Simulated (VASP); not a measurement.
# W (Im-3m) in VASP: notebook

The runs below take W through single point, relaxation of cell and atoms, with LDA.

Everything below comes from runs of VASP 6.6.1. Logs are shortened: lines on timing, memory, paths and dates and some standing lists are left out, and cuts for length are marked.

### 1 The cell of the first run

Symmetry: Im-3m, No. 229, cubic system. The conventional cell has a = 3.136 Å, b = 3.136 Å, c = 3.136 Å, α = 90.00°, β = 90.00°, γ = 90.00°. Within 3.6 Å of W (site symmetry m-3m) lie 14 W at 2.72 to 3.14 Å.

### 2 Single point, LDA

File INCAR:

```
PREC     = Accurate       # precision mode
ENCUT    = 520            # plane-wave cutoff, eV
EDIFF    = 1E-7           # SCF threshold, eV
ISMEAR   = 0              # smearing method
SIGMA    = 0.1            # smearing width, eV
LREAL    = F              # projectors in reciprocal space
LASPH    = T              # aspherical terms in the spheres
NELM     = 100            # most SCF steps
ALGO     = Fast           # electronic algorithm
ISIF     = 2              # what is computed and relaxed
LWAVE    = F              # write WAVECAR
LCHARG   = F              # write CHGCAR
NBANDS   = 13             # bands
```

File KPOINTS:

```
Automatic mesh
0
Gamma
  18 18 18
```

File POSCAR:

```
W
1.0
   -1.5679411582      1.5679411582      1.5679411582
    1.5679411582     -1.5679411582      1.5679411582
    1.5679411582      1.5679411582     -1.5679411582
W
1
Direct
    0.0000000000      0.0000000000      0.0000000000
```

Potentials or basis: VASP PAW LDA potentials, release 64 (W_sv).

Started as:

```bash
$ cat potpaw_LDA.64/W_sv/POTCAR > POTCAR
$ mpirun -np 1 vasp_std > vasp.out
```

OUTCAR:

```text
PREC = Accurate
   ENCUT = 520
   EDIFF = 1E-7
   ISMEAR = 0
   LREAL = F
   LASPH = T
   NELM = 100
   ISIF = 2

 ion  position               nearest neighbor table
   1  0.000  0.000  0.000-

  LATTYP: Found a body centered cubic cell.
 ALAT       =     3.1358823164

  Lattice vectors:

 A1 = (  -1.5679411582,   1.5679411582,   1.5679411582)
 A2 = (   1.5679411582,  -1.5679411582,   1.5679411582)
 A3 = (   1.5679411582,   1.5679411582,  -1.5679411582)

Analysis of symmetry for initial positions (statically):
=====================================================================
 Subroutine PRICEL returns:
 Original cell was already a primitive cell.

 Routine SETGRP: Setting up the symmetry group for a
 body centered cubic supercell.

 Subroutine GETGRP returns: Found 48 space group operations
[... 9 lines left out ...]

 Routine SETGRP: Setting up the symmetry group for a
 body centered cubic supercell.

 Subroutine GETGRP returns: Found 48 space group operations
[... 11 lines left out ...]
                                     Primitive cell

  volume of cell :      15.4188

  direct lattice vectors                    reciprocal lattice vectors
    -1.567941158  1.567941158  1.567941158     0.000000000  0.318889518  0.318889518
     1.567941158 -1.567941158  1.567941158     0.318889518  0.000000000  0.318889518
     1.567941158  1.567941158 -1.567941158     0.318889518  0.318889518  0.000000000

  length of vectors
     2.715753749  2.715753749  2.715753749     0.450977881  0.450977881  0.450977881

  position of ions in fractional coordinates (direct lattice)
     0.000000000  0.000000000  0.000000000

  ion indices of the primitive-cell ions
   primitive index   ion index
                 1           1

----------------------------------------------------------------------------------------

 KPOINTS: Automatic mesh

Automatic generation of k-mesh.
 Grid dimensions read from file:
 generate k-points for:   18   18   18

 Generating k-lattice:

  Cartesian coordinates                     Fractional coordinates (reciprocal lattice)
     0.000000000  0.017716084  0.017716084     0.055555556  0.000000000  0.000000000
     0.017716084  0.000000000  0.017716084     0.000000000  0.055555556  0.000000000
     0.017716084  0.017716084  0.000000000     0.000000000  0.000000000  0.055555556

  Length of vectors
     0.025054327  0.025054327  0.025054327

  Shift w.r.t. Gamma in fractional coordinates (k-lattice)
     0.000000000  0.000000000  0.000000000

[... 56 lines left out ...]
   ISIF   =      2    stress and relaxation
   ISYM   =      2    0-nonsym 1-usesym 2-fastsym
   POTIM  = 0.5000    time-step for ionic-motion
   TEBEG  =    0.0;   TEEND  =   0.0 temperature during run
   PSTRESS=    0.0 pullay stress
   NELECT =      14.0000    total number of electrons
   NUPDOWN=      -1.0000    fix difference up-down
   EMIN   =  10.00;   EMAX   =-10.00  energy-range for DOS
   EFERMI =   0.00;   METHOD = LEGACY
   ISMEAR =     0;   SIGMA  =   0.10  broadening in eV -4-tet -1-fermi 0-gaus
   EFERMI_NEDOS =   21; number of points for ismear=-14 and -15
   IALGO  =     68    algorithm
   IMIX   =      4    mixing-type and parameters
     AMIX     =   0.40;   BMIX     =  1.00
     AMIX_MAG =   1.60;   BMIX_MAG =  1.00
  volume/ion in A,a.u.               =      15.42       104.05
  Fermi-wavevector in a.u.,A,eV,Ry     =   1.585262  2.995711 34.192203  2.513056
  Thomas-Fermi vector in A             =   2.684754
   LORBIT       =      0    0 simple, 1 ext, 2 COOP (PROOUT), +10 PAW based schemes
   GGA     = CA    functional components
   LHFCALC =     F    Hartree Fock is set to
   AEXX    =    0.0000 exact exchange contribution
   IVDW    =     0    specifies the selected vdW correction
   LEPSILON=     F    determine dielectric tensor
   LRPA    =     F    only Hartree local field effects (RPA)
 non-spin polarized calculation
 RMM-DIIS sequential band-by-band and
 Gauss-broadening in eV      SIGMA  =   0.10
  energy-cutoff  :      520.00
  volume of cell :       15.42
 maximum number of plane-waves:       430
   NGX =  9   NGY =  9   NGZ =  9

 number of electron      14.0000004 magnetization

 Free energy of the ion-electron system (eV)
  ---------------------------------------------------
  ext. energy  EPLUGINS =         0.00000000
  ---------------------------------------------------
  free energy    TOTEN  =       -14.10069505 eV

  energy without entropy =      -14.09694542  energy(sigma->0) =      -14.09882023

 E-fermi :  11.7136     XC(G=0): -13.9859

 val. band max:       11.6916608886   @ k =   0.3889   0.0556   0.0556
 cond. band min:      11.7143476326   @ k =  -0.2778   0.3333   0.2222
 fundamental gap:      0.0226867441
 Fermi energy:        11.7135665023

 k-point     1 :       0.0000    0.0000    0.0000
  band No.  band energies     occupation
      1     -61.9890      2.00000
      2     -25.7526      2.00000
      3     -25.7526      2.00000
      4     -25.7526      2.00000
      5       2.0319      2.00000
      6      10.4172      2.00000
      7      10.4172      2.00000
      8      10.4172      2.00000
      9      13.9791      0.00000
     10      13.9791      0.00000
     11      26.3635      0.00000
     12      26.3635      0.00000
     13      26.3635      0.00000
[... 354 lines left out ...]
  band No.  band energies     occupation
      1     -61.8325      2.00000
      2     -27.0987      2.00000
      3     -26.2564      2.00000
      4     -25.8255      2.00000
      5       5.7516      2.00000
      6       8.1721      2.00000
      7      11.2737      2.00000
      8      13.7765      0.00000
      9      15.1605      0.00000
     10      18.4117      0.00000
     11      23.0611      0.00000
     12      24.5135      0.00000
     13      29.0185      0.00000

 [... further k-points ...]

------------------------ aborting loop because EDIFF is reached ----------------------------------------

  FORCE on cell =-STRESS in cart. coord.  units (eV):
  Direction    XX          YY          ZZ          XY          YZ          ZX
  --------------------------------------------------------------------------------------
  -------------------------------------------------------------------------------------
  Total        0.1882463      0.1882463      0.1882463      0.0000000      0.0000000     -0.0000000
  in kB       19.5608546     19.5608546     19.5608546      0.0000000      0.0000000     -0.0000000
  external PRESSURE =      19.5608546 kB  Pullay stress =       0.0000000 kB

 VOLUME and BASIS-vectors are now :
 -----------------------------------------------------------------------------
  energy-cutoff  :      520.00
  volume of cell :       15.42
      direct lattice vectors                 reciprocal lattice vectors
    -1.567941158  1.567941158  1.567941158     0.000000000  0.318889518  0.318889518
     1.567941158 -1.567941158  1.567941158     0.318889518  0.000000000  0.318889518
     1.567941158  1.567941158 -1.567941158     0.318889518  0.318889518  0.000000000

 POSITION                                       TOTAL-FORCE (eV/Angst)
 -----------------------------------------------------------------------------------
      0.00000      0.00000      0.00000         0.000000     -0.000000      0.000000
 -----------------------------------------------------------------------------------
    total drift:                                0.000000      0.000000      0.000000

  FREE ENERGIE OF THE ION-ELECTRON SYSTEM (eV)
  ---------------------------------------------------
  free  energy   TOTEN  =       -14.1006950484 eV

  energy  without entropy=      -14.0969454174  energy(sigma->0) =      -14.09882023
```

stdout:

```text
POSCAR found type information on POSCAR W
 POSCAR found :  1 types and       1 ions
 scaLAPACK will be used
 LDA part: xc-table for (Slater(with rela. corr.)+CA(PZ))
 , standard interpolation
 POSCAR, INCAR and KPOINTS ok, starting setup
 FFT: planning ... GRIDC
 FFT: planning ... GRID_SOFT
 FFT: planning ... GRID
 WAVECAR not read
 entering main loop
WARNING in EDDRMM: call to ZHEGV failed, returncode =   6  3     13
```

Run time: 28 s. Hardware: 1 thread of Intel Xeon 6975P-C, shared host; peak memory 0.15 GiB.

What came out:

```
Free energy            : -14.1007 eV
Pressure               : 2.0 GPa
Band gap on the k mesh : zero (band 7 reaches 17.07 eV, above the bottom of band 8 at 10.42 eV)
```

Caveat: spin-orbit coupling is left out, which moves the levels of the heavy elements.

### 3 Relaxation of cell and atoms, LDA

This run uses another cell than the first one, of 16.13 Å³/atom, 1.046 times its volume.

File INCAR:

```
SYSTEM = W
PREC = Accurate
ENCUT = 600
EDIFF = 1E-6
ISMEAR = 0
SIGMA = 0.1
LREAL = .False.
LASPH = .True.
NELM = 60
ALGO = Normal
ISIF = 3
LWAVE = .False.
LCHARG = .False.
IBRION = 2
NSW = 70
EDIFFG = -0.005
```

File KPOINTS:

```
Automatic mesh
0
Gamma
  18 18 18
  0 0 0
```

File POSCAR:

```
W
1.0
   -1.5917776932      1.5917776932      1.5917776932
    1.5917776932     -1.5917776932      1.5917776932
    1.5917776932      1.5917776932     -1.5917776932
W
1
Direct
    0.0000000000      0.0000000000      0.0000000000
```

Potentials or basis: VASP PAW LDA potentials, release 64 (W_sv).

Started as:

```bash
$ cat potpaw_LDA.64/W_sv/POTCAR > POTCAR
$ mpirun -np 1 vasp_std > vasp.out
```

It took 72 s on 1 thread of Intel Xeon 6975P-C, shared host; peak memory 0.18 GiB.

It converged, with:

```
Free energy                            : -14.1015 eV
Relaxed volume                         : 15.51 Å³/atom
Relaxed cell                           : a = 2.721 Å, b = 2.721 Å, c = 2.721 Å, α = 109.47°, β = 109.47°, γ = 109.47°
Space group after relaxing (to 0.05 Å) : Im-3m (No. 229)
Energy gained by relaxing              : 24.5 meV/atom
Ionic steps                            : 7
Pressure after relaxing                : 0.0 GPa
Band gap on the k mesh                 : zero (band 7 reaches 16.94 eV, above the bottom of band 8 at 10.34 eV)
```

Step by step:
| step | energy change (eV) | largest force (eV/Å) | pressure (GPa) | volume (Å³) |
| --- | --- | --- | --- | --- |
| 1 | 0.0000 | 0.0000 | -12.22 | 16.13 |
| 2 | 0.3480 | 0.0000 | 64.45 | 13.43 |
| 3 | -0.0244 | 0.0000 | -0.86 | 15.55 |
| 4 | -0.0245 | 0.0000 | -0.23 | 15.52 |
| 5 | -0.0245 | 0.0000 | 0.10 | 15.50 |
| 6 | -0.0245 | 0.0000 | -0.22 | 15.52 |
| 7 | -0.0245 | 0.0000 | -0.03 | 15.51 |

Final structure:
```xyz
1
Lattice="-1.5711 1.5711 1.5711 1.5711 -1.5711 1.5711 1.5711 1.5711 -1.5711" Properties=species:S:1:pos:R:3 pbc="T T T"
W     0.0000    0.0000    0.0000
```

Levels at points of the mesh, in eV from the Fermi level:
```
           k point  band 5  band 6  band 7  band 8  band 9  band 10
(0.00, 0.00, 0.00)   -9.65   -1.29   -1.29   -1.29    2.25     2.25
(0.50, 0.00, 0.00)   -6.39   -3.68    0.93    2.17    3.16     6.34
(0.50, 0.50, 0.50)   -6.01   -6.01    5.32    5.32    5.32     8.55
```

Caveat: spin-orbit coupling is left out, which moves the levels of the heavy elements. LDA usually gives volumes a few per cent too small.
